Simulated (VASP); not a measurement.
A run of VASP 6.6.1 is set up as follows.

The input INCAR:

```
PREC = Accurate
ENCUT = 520
EDIFF = 1E-6
ISMEAR = 0
SIGMA = 0.1
LREAL = F
LASPH = T
NELM = 100
ALGO = Normal
ISIF = 2
LWAVE = F
LCHARG = T
GGA = PE
LELF = T
LVHAR = T
NBANDS = 10
```

The input KPOINTS:

```
regular mesh
0
Gamma
  18 18 16
```

The input POSCAR:

```
BeSb
1.0
    3.8790955075      0.0000000000      0.0000000000
   -1.9395477538      3.3593952532      0.0000000000
    0.0000000000      0.0000000000      3.0375455528
Be Sb
1 1
Direct
    0.0000000000      0.0000000000      0.0000000000
    0.3333333333      0.6666666667      0.5000000000
```

Potentials or basis: VASP PAW PBE potentials, release 64 (Be, Sb).

Launch:

```bash
$ cat potpaw_PBE.64/Be/POTCAR potpaw_PBE.64/Sb/POTCAR > POTCAR
$ mpirun -np 1 vasp_std > vasp.out
```

Predict the pressure.

0.2 GPa.

Predict the band gap on the k mesh.

zero (an odd number of electrons rules out a gap without spin polarisation).

Stress tensor (GPa, compression positive):
```
0.13 0.00 0.00
0.00 0.13 0.00
0.00 0.00 0.22
```

Caveat: spin-orbit coupling is left out, which moves the levels of the heavy elements.
